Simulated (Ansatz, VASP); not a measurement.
**One calculation of Ge, two programs**

Contents of INCAR:

```
ALGO = Normal
EDIFF = 1E-7
ENCUT = 520
GGA = PE
ISIF = 2
ISMEAR = 0
LASPH = T
LCHARG = T
LELF = T
LREAL = F
LVHAR = T
LWAVE = F
NBANDS = 21
NELM = 100
PREC = Accurate
SIGMA = 0.15
```

The input KPOINTS:

```
k-points
0
Gamma
  14 14 14
```

Contents of POSCAR:

```
Ge
1.0
    0.0000000000      2.8287700000      2.8994892500
    2.8287700000      0.0000000000      2.8994892500
    2.8287700000      2.8287700000      0.0000000000
Ge
2
Direct
    0.5000000000      0.5000000000      0.5000000000
    0.7500000000      0.7500000000      0.7500000000
```

Input for Ansatz:

```yaml
crystal:
  lattice:
    - [0.0, 2.82877, 2.89948925]
    - [2.82877, 0.0, 2.89948925]
    - [2.82877, 2.82877, 0.0]
  atoms:
    - { symbol: Ge, position: [0.5, 0.5, 0.5] }
    - { symbol: Ge, position: [0.75, 0.75, 0.75] }
basis:
  ecutwfc: 420
kpoints:
  mp_grid: { grid: [14, 14, 14] }
hamiltonian:
  xc: pbe
scf:
  occupations: { method: gaussian, width: 0.15 }
output:
  forces: true
  stress: true
  eigenvalues: true
```

Change from the starting cell: strain +0.000 along x and y, +0.025 along z, atoms carried along.

Alike in both runs: task single point; functional PBE; k mesh 14 × 14 × 14; occupations gaussian, width 0.15 eV; no spin polarisation.

```csv
,VASP,Ansatz
version,VASP 6.6.1,Ansatz 0.2.0
potentials or method,"VASP PAW PBE potentials, release 64 (Ge_d), cutoff 520 eV","scalar-relativistic, plane waves, PAW"
valence electrons in the cell,28,28
```

|  | VASP | Ansatz | Ansatz less VASP |
| --- | --- | --- | --- |
| gap on the k mesh at the Fermi level (eV) | none | none | - |
| pressure (GPa) | 1.8 | 1.9 | +0.11 |
| traceless stress, the component that is largest in VASP (GPa) | -1.18 | -1.18 | 0.000 |

A gap of «none» marks a metal or a gap that the smearing closes.
